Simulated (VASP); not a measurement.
Se:

```
Se
1.0
    -2.67416    2.67416    1.50898
     2.67416   -2.67416    1.50898
     2.67416    2.67416   -1.50898
Se
2
Direct
  0.00000 0.00000 0.00000
  0.75000 0.25000 0.50000
```

```yaml
Program: VASP 6.6.1
Task: relaxation of cell and atoms
Functional: PBEsol
Potentials_or_basis: VASP PAW PBE potentials, release 64 (Se)
Cutoff: 600 eV
k_mesh: 16 × 16 × 16
Occupations: gaussian, width 0.1 eV
Spin: no spin polarisation
```

At the start: pressure -0.1 GPa; volume 21.58 Å³/atom.

Question: Where does the relaxation end?

Answer: Over 20 steps the energy falls by 38.7 meV/atom and the volume is 21.55 Å³/atom (-0.1 %); space group I4_1/amd (No. 141, to 0.1 Å) before and after.

Step by step:
```
step  energy change (eV)  largest force (eV/Å)  pressure (GPa)  volume (Å³)
   1              0.0000                0.0000           -0.14        43.16
   2             -0.0033                0.0000           -0.04        43.04
   3             -0.0224                0.0000            0.46        42.67
   4             -0.0617                0.0000            1.80        41.85
   5             -0.0634                0.0000            2.66        41.51
   6             -0.0639                0.0000            2.65        41.52
   7             -0.0648                0.0000            2.66        41.55
   8             -0.0648                0.0000            2.78        41.61
   9             -0.0667                0.0000            2.53        41.73
  10             -0.0713                0.0000            1.81        42.08
  11             -0.0762                0.0000            0.45        42.78
  12             -0.0766                0.0000           -0.02        43.03
  13             -0.0766                0.0000           -0.06        43.06
  14             -0.0766                0.0000           -0.07        43.07
  15             -0.0768                0.0000           -0.07        43.08
  16             -0.0770                0.0000           -0.08        43.12
  17             -0.0774                0.0000           -0.10        43.18
  18             -0.0774                0.0000           -0.11        43.20
  19             -0.0774                0.0000           -0.10        43.19
  20             -0.0774                0.0000            0.05        43.11
```

Final structure:
```cif
data_structure
_symmetry_space_group_name_H-M 'P 1'
_symmetry_Int_Tables_number 1
_cell_length_a 4.2170
_cell_length_b 4.2170
_cell_length_c 4.2170
_cell_angle_alpha 95.888
_cell_angle_beta 95.888
_cell_angle_gamma 142.640
_cell_volume 43.11
loop_
_atom_site_label
_atom_site_type_symbol
_atom_site_fract_x
_atom_site_fract_y
_atom_site_fract_z
_atom_site_occupancy
Se1 Se 0.00000 0.00000 0.00000 1
Se2 Se 0.75000 0.25000 0.50000 1
```

Caveat: the PAW data sets were made with another functional, which shifts forces and pressure a little.
